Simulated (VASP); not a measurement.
# MgSn2N2 (R-3m) in VASP: single point with PBE

Aim: the single point of MgSn2N2 with PBE.

Program: VASP 6.6.1. These are calculated values, not measurements. Logs are shortened: lines on timing, memory, paths and dates and some standing lists are left out, and cuts for length are marked.

## 1. The cell of the first run

The structure is trigonal, space group R-3m (No. 166). The conventional cell has a = 4.181 Å, b = 4.181 Å, c = 17.962 Å, α = 90.00°, β = 90.00°, γ = 120.00°. Mg (site symmetry -3m) has 2 N at 2.04 Å within 2.7 Å. Sn (site symmetry 3m) has 4 N at 2.14 to 2.42 Å within 2.8 Å. Within 2.7 Å of N (site symmetry 3m) lie 1 Mg at 2.04 Å and 4 Sn at 2.14 to 2.42 Å.

## 2. Single point, PBE

Input file INCAR:

```
  ALGO = Normal
  EDIFF = 1E-6
  ENCUT = 520
  GGA = PE
  ISIF = 2
  ISMEAR = 0
  LASPH = T
  LCHARG = T
  LELF = T
  LREAL = F
  LVHAR = T
  LWAVE = F
  NBANDS = 28
  NELM = 60
  PREC = Accurate
  SIGMA = 0.02
```

Input file KPOINTS:

```
k-points
0
Gamma
  12 12 12
```

Input file POSCAR:

```
MgSn2N2
1.0
    2.0903321939      1.2068538549      5.9873722979
   -2.0903321939      1.2068538549      5.9873722979
    0.0000000000     -2.4137077097      5.9873722979
Mg Sn N
1 2 2
Direct
    0.0000000000      0.0000000000      0.0000000000
    0.2328316356      0.2328316356      0.2328316356
    0.7671683644      0.7671683644      0.7671683644
    0.1134947683      0.1134947683      0.1134947683
    0.8865052317      0.8865052317      0.8865052317
```

Potentials or basis: VASP PAW PBE potentials, release 64 (Mg, Sn_d, N).

The run is started by

```bash
$ cat potpaw_PBE.64/Mg/POTCAR potpaw_PBE.64/Sn_d/POTCAR potpaw_PBE.64/N/POTCAR > POTCAR
$ mpirun -np 1 vasp_std > vasp.out
```

OUTCAR:

```text
EDIFF = 1E-6
   ENCUT = 520
   GGA = PE
   ISIF = 2
   ISMEAR = 0
   LASPH = T
   LREAL = F
   NELM = 60
   PREC = Accurate

 ion  position               nearest neighbor table
   1  0.000  0.000  0.000-   4 2.04   5 2.04   3 3.01   3 3.01   2 3.01   2 3.01   3 3.01   2 3.01

   2  0.233  0.233  0.233-   4 2.14   5 2.42   5 2.42   5 2.42   1 3.01   1 3.01   1 3.01   3 3.39
                             3 3.39   3 3.39
   3  0.767  0.767  0.767-   5 2.14   4 2.42   4 2.42   4 2.42   1 3.01   1 3.01   1 3.01   2 3.39
                             2 3.39   2 3.39
   4  0.113  0.113  0.113-   1 2.04   2 2.14   3 2.42   3 2.42   3 2.42
   5  0.887  0.887  0.887-   1 2.04   3 2.14   2 2.42   2 2.42   2 2.42

  LATTYP: Found a trigonal (rhomboedric) cell.
 ALAT       =     6.4555876527
 COS(alpha) =     0.7903045294

  Lattice vectors:

 A1 = (   2.0903321939,   1.2068538549,   5.9873722979)
 A2 = (  -2.0903321939,   1.2068538549,   5.9873722979)
 A3 = (   0.0000000000,  -2.4137077097,   5.9873722979)

Analysis of symmetry for initial positions (statically):
=====================================================================
 Subroutine PRICEL returns:
 Original cell was already a primitive cell.

 Routine SETGRP: Setting up the symmetry group for a
 trigonal (rhombohedral) supercell.

 Subroutine GETGRP returns: Found 12 space group operations
 (whereof 12 operations were pure point group operations)
 out of a pool of 12 trial point group operations.

The static configuration has the point symmetry D_3d.

Analysis of symmetry for dynamics (positions and initial velocities):
=====================================================================
 Subroutine PRICEL returns:
 Original cell was already a primitive cell.

 Routine SETGRP: Setting up the symmetry group for a
 trigonal (rhombohedral) supercell.

 Subroutine GETGRP returns: Found 12 space group operations
 (whereof 12 operations were pure point group operations)
 out of a pool of 12 trial point group operations.

The dynamic configuration has the point symmetry D_3d.

 Subroutine INISYM returns: Found 12 space group operations
 (whereof 12 operations are pure point group operations),
 and found     1 'primitive' translations

----------------------------------------------------------------------------------------

                                     Primitive cell
[... 96 lines left out ...]
   NELM   =     60;   NELMIN=  2; NELMDL= -5     # of ELM steps
   EDIFF  = 0.1E-05   stopping-criterion for ELM
   LREAL  =      F    real-space projection
   EDIFFG = 0.1E-04   stopping-criterion for IOM
   NSW    =      0    number of steps for IOM
   IBRION =     -1    ionic relax: 0-MD 1-quasi-New 2-CG
   NFREE  =      0    steps in history (QN), initial steepest desc. (CG)
   ISIF   =      2    stress and relaxation
   ISYM   =      2    0-nonsym 1-usesym 2-fastsym
   POTIM  = 0.5000    time-step for ionic-motion
   TEBEG  =    0.0;   TEEND  =   0.0 temperature during run
   PSTRESS=    0.0 pullay stress
   NELECT =      40.0000    total number of electrons
   NUPDOWN=      -1.0000    fix difference up-down
   EMIN   =  10.00;   EMAX   =-10.00  energy-range for DOS
   EFERMI =   0.00;   METHOD = LEGACY
   ISMEAR =     0;   SIGMA  =   0.02  broadening in eV -4-tet -1-fermi 0-gaus
   EFERMI_NEDOS =   21; number of points for ismear=-14 and -15
   IALGO  =     38    algorithm
   IMIX   =      4    mixing-type and parameters
     AMIX     =   0.40;   BMIX     =  1.00
     AMIX_MAG =   1.60;   BMIX_MAG =  1.00
  volume/ion in A,a.u.               =      18.13       122.32
  Fermi-wavevector in a.u.,A,eV,Ry     =   1.246452  2.355453 21.138601  1.553643
  Thomas-Fermi vector in A             =   2.380629
   LORBIT       =      0    0 simple, 1 ext, 2 COOP (PROOUT), +10 PAW based schemes
   GGA     = PE    functional components
   LHFCALC =     F    Hartree Fock is set to
   AEXX    =    0.0000 exact exchange contribution
   IVDW    =     0    specifies the selected vdW correction
   LEPSILON=     F    determine dielectric tensor
   LRPA    =     F    only Hartree local field effects (RPA)
 non-spin polarized calculation
 Gauss-broadening in eV      SIGMA  =   0.02
  energy-cutoff  :      520.00
  volume of cell :       90.63
 maximum number of plane-waves:      2465
   NGX = 23   NGY = 23   NGZ = 23

 number of electron      40.0000001 magnetization

 Free energy of the ion-electron system (eV)
  ---------------------------------------------------
  ext. energy  EPLUGINS =         0.00000000
  ---------------------------------------------------
  free energy    TOTEN  =       -24.68923445 eV

  energy without entropy =      -24.68923445  energy(sigma->0) =      -24.68923445

 E-fermi :   6.2237     XC(G=0):  -9.9193

 val. band max:        6.1321644673   @ k =  -0.3333   0.3333   0.1667
 cond. band min:       6.8650509438   @ k =  -0.3333  -0.3333   0.2500
 fundamental gap:      0.7328864765
 Fermi energy:         6.2236825897

 k-point     1 :       0.0000    0.0000    0.0000
  band No.  band energies     occupation
      1     -15.2922      2.00000
      2     -15.2902      2.00000
      3     -15.2902      2.00000
      4     -15.2878      2.00000
      5     -15.2878      2.00000
      6     -15.1803      2.00000
[... 733 lines left out ...]
     27      12.2941      0.00000
     28      13.4423      0.00000

 [... further k-points ...]

------------------------ aborting loop because EDIFF is reached ----------------------------------------

  FORCE on cell =-STRESS in cart. coord.  units (eV):
  Direction    XX          YY          ZZ          XY          YZ          ZX
  --------------------------------------------------------------------------------------
  -------------------------------------------------------------------------------------
  Total       -0.0426788     -0.0426788     -0.0458048      0.0000000     -0.0000000      0.0000000
  in kB       -0.7545113     -0.7545113     -0.8097751      0.0000000     -0.0000000      0.0000000
  external PRESSURE =      -0.7729325 kB  Pullay stress =       0.0000000 kB

 VOLUME and BASIS-vectors are now :
 -----------------------------------------------------------------------------
  energy-cutoff  :      520.00
  volume of cell :       90.63
      direct lattice vectors                 reciprocal lattice vectors
     2.090332194  1.206853855  5.987372298     0.239196431  0.138100124  0.055672725
    -2.090332194  1.206853855  5.987372298    -0.239196431  0.138100124  0.055672725
     0.000000000 -2.413707710  5.987372298     0.000000000 -0.276200247  0.055672725

 POSITION                                       TOTAL-FORCE (eV/Angst)
 -----------------------------------------------------------------------------------
      0.00000      0.00000      0.00000         0.000000      0.000000      0.000000
      0.00000      0.00000      4.18215        -0.000000      0.000000      0.025172
      0.00000      0.00000     13.77997        -0.000000     -0.000000     -0.025172
      0.00000      0.00000      2.03861        -0.000000     -0.000000     -0.005899
      0.00000      0.00000     15.92351        -0.000000      0.000000      0.005899
 -----------------------------------------------------------------------------------
    total drift:                                0.000000      0.000000     -0.000000

  FREE ENERGIE OF THE ION-ELECTRON SYSTEM (eV)
  ---------------------------------------------------
  free  energy   TOTEN  =       -24.6892344470 eV

  energy  without entropy=      -24.6892344470  energy(sigma->0) =      -24.68923445
```

stdout:

```text
POSCAR found type information on POSCAR MgSnN
 POSCAR found :  3 types and       5 ions
 scaLAPACK will be used
 LDA part: xc-table for (Slater+PW92), standard interpolation
 POSCAR, INCAR and KPOINTS ok, starting setup
 FFT: planning ... GRIDC
 FFT: planning ... GRID_SOFT
 FFT: planning ... GRID
 WAVECAR not read
 entering main loop
```

It took 15 min on 1 thread of Intel Xeon 8259CL, shared host; peak memory 0.65 GiB.

Results:

| Quantity | Value |
| --- | --- |
| Free energy | -24.6892 eV |
| Pressure | -0.1 GPa |
| Largest force | 0.025 eV/Å |
| Band gap on the k mesh | 0.73 eV (least direct gap 0.82 eV) |

Forces in eV/Å, atoms in the order of the input:
```
Mg   0.000  0.000  0.000
Sn   0.000  0.000  0.025
Sn   0.000  0.000 -0.025
N    0.000  0.000 -0.006
N    0.000  0.000  0.006
```

Levels at points of the mesh, in eV from the valence-band top:
| k point | band 18 | band 19 | band 20 | band 21 | band 22 | band 23 |
| --- | --- | --- | --- | --- | --- | --- |
| (0.00, 0.00, 0.00) | -2.04 | -2.04 | -0.17 | 2.98 | 3.13 | 3.13 |
| (0.50, 0.00, 0.00) | -2.69 | -1.58 | -0.85 | 1.76 | 2.34 | 3.51 |
| (0.50, 0.50, 0.00) | -2.45 | -1.43 | -0.02 | 0.87 | 2.12 | 3.83 |
| (0.50, 0.50, 0.50) | -1.95 | -1.95 | -1.43 | 0.84 | 2.45 | 2.45 |

Caveat: semilocal functionals underestimate gaps, and a narrow one can read as zero; spin-orbit coupling is left out, which moves the levels of the heavy elements.
